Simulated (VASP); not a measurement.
# Sr3Ti3Ga4As4O9 (an interface model) in VASP: further runs, part 2 of 2

VASP 6.6.1. Earlier steps stand in the parts before.

## (3) Single point, LDA

This run uses another cell than the first one, of 16.34 Å³/atom.

The input, INCAR:

```
PREC = Accurate
ENCUT = 520
EDIFF = 1E-6
ISMEAR = 0
SIGMA = 0.05
LREAL = Auto
LASPH = T
NELM = 100
ALGO = Normal
ISIF = 2
LWAVE = F
LCHARG = F
GGA = CA
NBANDS = 113
LUSENCCL = F
```

The input, KPOINTS:

```
regular mesh
0
Gamma
  9 6 2
```

The input, POSCAR:

```
Sr3Ti3Ga4As4O9
1.0
    3.9621891213      0.0000000000      0.0000000000
    0.0000000000      5.6033815920      0.0000000000
    0.0000000000      0.0000000000     16.9308762111
Ga As O Sr Ti
4 4 9 3 3
Direct
   -0.5000000000      0.3396778320      0.0092415176
   -1.0000000000      0.8723480759      0.1365474350
   -1.5000000000      1.3756542378      0.2491150891
   -2.0000000000      1.8852160896      0.3640311941
    0.0000000000      0.5964813144      0.0322276335
   -0.5000000000      1.1147537481      0.1364961483
   -1.0000000000      1.6181732658      0.2568030860
   -1.5000000000      2.1258778633      0.3690815245
   -1.5000000000      2.2680946098      0.4635235467
   -1.5000000000      1.7694226762      0.4965052414
   -2.0000000000      2.0696220354      0.5610235380
   -1.5000000000      1.8850846254      0.6554933645
   -1.5000000000      1.3770354761      0.6246775790
   -2.0000000000      1.5898203413      0.7132068441
   -1.5000000000      1.3228943814      0.7891843272
   -1.5000000000      0.7965230554      0.8153958083
   -2.0000000000      1.0975877057      0.8676472635
   -2.0000000000      1.5116767838      0.5313994654
   -2.0000000000      1.0991486325      0.7068502526
   -2.0000000000      0.5753421415      0.8587795283
   -1.5000000000      2.0293026527      0.5517048953
   -1.5000000000      1.5901452879      0.7038033946
   -1.5000000000      1.0901110133      0.8629666819
```

Potentials or basis: VASP PAW LDA potentials, release 64 (Ga_d, As, O, Sr_sv, Ti_sv).

On the command line:

```sh
> cat potpaw_LDA.64/Ga_d/POTCAR potpaw_LDA.64/As/POTCAR potpaw_LDA.64/O/POTCAR potpaw_LDA.64/Sr_sv/POTCAR potpaw_LDA.64/Ti_sv/POTCAR > POTCAR
> mpirun -np 1 vasp_std > vasp.out
```

OUTCAR:

```text
PREC = Accurate
   ENCUT = 520
   EDIFF = 1E-6
   ISMEAR = 0
   LREAL = Auto
   LASPH = T
   NELM = 100
   ISIF = 2
   GGA = CA

 ion  position               nearest neighbor table
   1  0.500  0.340  0.009-   5 2.48   5 2.48   6 2.50  23 2.84  20 3.49  20 3.49
   2  0.000  0.872  0.137-   5 2.35   6 2.40   6 2.40   7 2.48
   3  0.500  0.376  0.249-   6 2.40   7 2.41   7 2.41   8 2.47
   4  0.000  0.885  0.364-   7 2.35   8 2.40   8 2.40  18 3.52
   5  0.000  0.596  0.032-   2 2.35   1 2.48   1 2.48  20 2.94
   6  0.500  0.115  0.136-   2 2.40   2 2.40   3 2.40   1 2.50
   7  0.000  0.618  0.257-   4 2.35   3 2.41   3 2.41   2 2.48
   8  0.500  0.126  0.369-   9 1.79   4 2.40   4 2.40   3 2.47  18 4.02  18 4.02
   9  0.500  0.268  0.464-   8 1.79  21 2.00  18 2.67  18 2.67
  10  0.500  0.769  0.497-  21 1.73  18 2.52  18 2.52
  11  0.000  0.070  0.561-  21 2.00  21 2.00  19 2.47  18 2.53  18 3.17
  12  0.500  0.885  0.655-  22 1.84  21 1.93  19 2.47  19 2.47
  13  0.500  0.377  0.625-  22 1.79  21 2.31  18 2.64  18 2.64  19 2.88  19 2.88
  14  0.000  0.590  0.713-  22 1.99  22 1.99  20 2.47  19 2.75  19 2.86  18 3.11
  15  0.500  0.323  0.789-  23 1.81  22 2.08  20 2.70  20 2.70  19 2.73  19 2.73
  16  0.500  0.797  0.815-  23 1.83  22 2.22  20 2.45  20 2.45  19 3.19  19 3.19
  17  0.000  0.098  0.868-  23 1.98  23 1.98  20 2.68  19 2.72  20 2.93
  18  0.000  0.512  0.531-  10 2.52  10 2.52  11 2.53  13 2.64  13 2.64   9 2.67   9 2.67  14 3.11
                            11 3.17  21 3.37  21 3.37   4 3.52  21 3.53  21 3.53  22 3.56  22 3.56
  19  0.000  0.099  0.707-  12 2.47  12 2.47  11 2.47  17 2.72  15 2.73  15 2.73  14 2.75  14 2.86
                            13 2.88  13 2.88  16 3.19  16 3.19  23 3.30  23 3.30  21 3.31  21 3.31
  20  0.000  0.575  0.859-  16 2.45  16 2.45  14 2.47  17 2.68  15 2.70  15 2.70  17 2.93   5 2.94
                            22 3.29  22 3.29  23 3.36  23 3.36   1 3.49   1 3.49  23 3.50  23 3.50
  21  0.500  0.029  0.552-  10 1.73  12 1.93  11 2.00  11 2.00   9 2.00  13 2.31  19 3.31  19 3.31
                            18 3.37  18 3.37  18 3.53  18 3.53
  22  0.500  0.590  0.704-  13 1.79  12 1.84  14 1.99  14 1.99  15 2.08  16 2.22  20 3.29  20 3.29
                            19 3.39  19 3.39  19 3.47  19 3.47  18 3.56  18 3.56
  23  0.500  0.090  0.863-  15 1.81  16 1.83  17 1.98  17 1.98   1 2.84  19 3.30  19 3.30  20 3.36
                            20 3.36  20 3.50  20 3.50

  LATTYP: Found a simple orthorhombic cell.
 ALAT       =     3.9621891213
 B/A-ratio  =     1.4142135624
 C/A-ratio  =     4.2731115787

  Lattice vectors:

 A1 = (   3.9621891213,   0.0000000000,   0.0000000000)
 A2 = (   0.0000000000,   5.6033815920,   0.0000000000)
 A3 = (   0.0000000000,   0.0000000000,  16.9308762111)

Analysis of symmetry for initial positions (statically):
=====================================================================
 Subroutine PRICEL returns:
 Original cell was already a primitive cell.

 Routine SETGRP: Setting up the symmetry group for a
 simple orthorhombic supercell.

 Subroutine GETGRP returns: Found  2 space group operations
 (whereof  2 operations were pure point group operations)
 out of a pool of  8 trial point group operations.

The static configuration has the point symmetry C_1h.

Analysis of symmetry for dynamics (positions and initial velocities):
=====================================================================
 Subroutine PRICEL returns:
 Original cell was already a primitive cell.

 Routine SETGRP: Setting up the symmetry group for a
 simple orthorhombic supercell.

 Subroutine GETGRP returns: Found  2 space group operations
 (whereof  2 operations were pure point group operations)
 out of a pool of  8 trial point group operations.

The dynamic configuration has the point symmetry C_1h.

 Subroutine INISYM returns: Found  2 space group operations
 (whereof  2 operations are pure point group operations),
[... 128 lines left out ...]
 SYSTEM =  unknown system
   PREC   = accura    normal or accurate (medium, high low for compatibility)
   ISTART =      0    job   : 0-new  1-cont  2-samecut
   ICHARG =      2    charge: 1-file 2-atom 10-const
   ISPIN  =      1    spin polarized calculation?
   LNONCOLLINEAR =      F non collinear calculations
   LSORBIT =      F    spin-orbit coupling
   LASPH  =      T    aspherical Exc in radial PAW
   ENCUT  =  520.0 eV  38.22 Ry    6.18 a.u.   7.37 10.42 31.48*2*pi/ulx,y,z
   NELM   =    100;   NELMIN=  2; NELMDL= -5     # of ELM steps
   EDIFF  = 0.1E-05   stopping-criterion for ELM
   LREAL  =      T    real-space projection
   EDIFFG = 0.1E-04   stopping-criterion for IOM
   NSW    =      0    number of steps for IOM
   IBRION =     -1    ionic relax: 0-MD 1-quasi-New 2-CG
   NFREE  =      0    steps in history (QN), initial steepest desc. (CG)
   ISIF   =      2    stress and relaxation
   ISYM   =      2    0-nonsym 1-usesym 2-fastsym
   POTIM  = 0.5000    time-step for ionic-motion
   TEBEG  =    0.0;   TEEND  =   0.0 temperature during run
   PSTRESS=    0.0 pullay stress
   NELECT =     192.0000    total number of electrons
   NUPDOWN=      -1.0000    fix difference up-down
   EMIN   =  10.00;   EMAX   =-10.00  energy-range for DOS
   EFERMI =   0.00;   METHOD = LEGACY
   ISMEAR =     0;   SIGMA  =   0.05  broadening in eV -4-tet -1-fermi 0-gaus
   EFERMI_NEDOS =   21; number of points for ismear=-14 and -15
   IALGO  =     38    algorithm
   IMIX   =      4    mixing-type and parameters
     AMIX     =   0.40;   BMIX     =  1.00
     AMIX_MAG =   1.60;   BMIX_MAG =  1.00
  volume/ion in A,a.u.               =      16.34       110.29
  Fermi-wavevector in a.u.,A,eV,Ry     =   1.308640  2.472972 23.300514  1.712539
  Thomas-Fermi vector in A             =   2.439293
   LORBIT       =      0    0 simple, 1 ext, 2 COOP (PROOUT), +10 PAW based schemes
   GGA     = CA    functional components
   LHFCALC =     F    Hartree Fock is set to
   AEXX    =    0.0000 exact exchange contribution
   IVDW    =     0    specifies the selected vdW correction
   LEPSILON=     F    determine dielectric tensor
   LRPA    =     F    only Hartree local field effects (RPA)
 non-spin polarized calculation
 Gauss-broadening in eV      SIGMA  =   0.05
  energy-cutoff  :      520.00
  volume of cell :      375.89
 maximum number of plane-waves:     10161
 NGX is ok and might be reduce to    30
   NGX = 15   NGY = 21   NGZ = 63

 number of electron     191.9999955 magnetization

 Free energy of the ion-electron system (eV)
  ---------------------------------------------------
  ext. energy  EPLUGINS =         0.00000000
  ---------------------------------------------------
  free energy    TOTEN  =      -165.06010019 eV

  energy without entropy =     -165.06009800  energy(sigma->0) =     -165.06009910

 E-fermi :   4.6155     XC(G=0): -10.5892

 val. band max:        4.4782239800   @ k =   0.1111   0.3333   0.5000
 cond. band min:       4.7453422825   @ k =   0.0000   0.0000   0.0000
 fundamental gap:      0.2671183025
 Fermi energy:         4.6155242775

 k-point     1 :       0.0000    0.0000    0.0000
  band No.  band energies     occupation
      1     -53.1836      2.00000
      2     -52.8659      2.00000
      3     -52.8194      2.00000
      4     -29.9519      2.00000
      5     -29.9311      2.00000
      6     -29.8394      2.00000
[... 2653 lines left out ...]
    107       6.5746      0.00000
    108       6.6275      0.00000

 [... further k-points ...]

 [bands above 108 left out]

------------------------ aborting loop because EDIFF is reached ----------------------------------------

  FORCE on cell =-STRESS in cart. coord.  units (eV):
  Direction    XX          YY          ZZ          XY          YZ          ZX
  --------------------------------------------------------------------------------------
  -------------------------------------------------------------------------------------
  Total       -8.9910559      0.3594541      1.6954949      0.0000000     -2.6534004      0.0000000
  in kB      -38.3227306      1.5321073      7.2267368      0.0000000    -11.3096336      0.0000000
  external PRESSURE =      -9.8546288 kB  Pullay stress =       0.0000000 kB

 VOLUME and BASIS-vectors are now :
 -----------------------------------------------------------------------------
  energy-cutoff  :      520.00
  volume of cell :      375.89
      direct lattice vectors                 reciprocal lattice vectors
     3.962189121  0.000000000  0.000000000     0.252385732  0.000000000  0.000000000
     0.000000000  5.603381592  0.000000000     0.000000000  0.178463662  0.000000000
     0.000000000  0.000000000 16.930876211     0.000000000  0.000000000  0.059063689

 POSITION                                       TOTAL-FORCE (eV/Angst)
 -----------------------------------------------------------------------------------
      1.98109      1.90334      0.15647         0.000000     -0.020623     -0.011507
      0.00000      4.88810      2.31187         0.000000     -0.003108      0.006839
      1.98109      2.10493      4.21774         0.000000     -0.004974      0.011561
      0.00000      4.96020      6.16337         0.000000     -0.010932      0.023828
      0.00000      3.34231      0.54564         0.000000      0.008845      0.014689
      1.98109      0.64301      2.31100         0.000000      0.002837     -0.005330
[... 15 lines left out ...]
      1.98109      3.30681     11.91601         0.000000      0.016964      0.170673
      1.98109      0.50493     14.61078         0.000000      0.018045      0.176762
 -----------------------------------------------------------------------------------
    total drift:                                0.000000      0.008075      0.012444

  FREE ENERGIE OF THE ION-ELECTRON SYSTEM (eV)
  ---------------------------------------------------
  free  energy   TOTEN  =      -165.0601001872 eV

  energy  without entropy=     -165.0600980047  energy(sigma->0) =     -165.06009910
```

Wall time 14 min (1 × NVIDIA H100 80GB with 1 thread of AMD EPYC 7R13 (Zen 3), shared host); peak memory 2.1 GiB.

What came out:

| Item | Value |
| --- | --- |
| Free energy | -165.0601 eV |
| Pressure | -1.0 GPa |
| Largest force | 0.247 eV/Å |
| Band gap on the k mesh | 0.27 eV (least direct gap 0.31 eV) |

Forces in eV/Å, atoms in the order of the input:
```
Ga   0.000 -0.021 -0.012
Ga   0.000 -0.003  0.007
Ga   0.000 -0.005  0.012
Ga   0.000 -0.011  0.024
As   0.000  0.009  0.015
As   0.000  0.003 -0.005
As   0.000 -0.004  0.004
As   0.000 -0.073 -0.213
O    0.000  0.113  0.150
O    0.000 -0.188 -0.160
O    0.000 -0.021 -0.032
O    0.000  0.052 -0.033
O    0.000 -0.117 -0.121
O    0.000  0.007 -0.043
O    0.000  0.099 -0.092
O    0.000 -0.082 -0.076
O    0.000 -0.004  0.018
Sr   0.000  0.013 -0.007
Sr   0.000  0.010  0.045
Sr   0.000 -0.020  0.058
Ti   0.000  0.207  0.114
Ti   0.000  0.017  0.171
Ti   0.000  0.018  0.177
```

Stress tensor (GPa, compression positive):
```
-3.83  0.00  0.00
 0.00  0.15 -1.13
 0.00 -1.13  0.72
```

The gap in the log of VASP goes by the Fermi energy; the results here count the filled bands.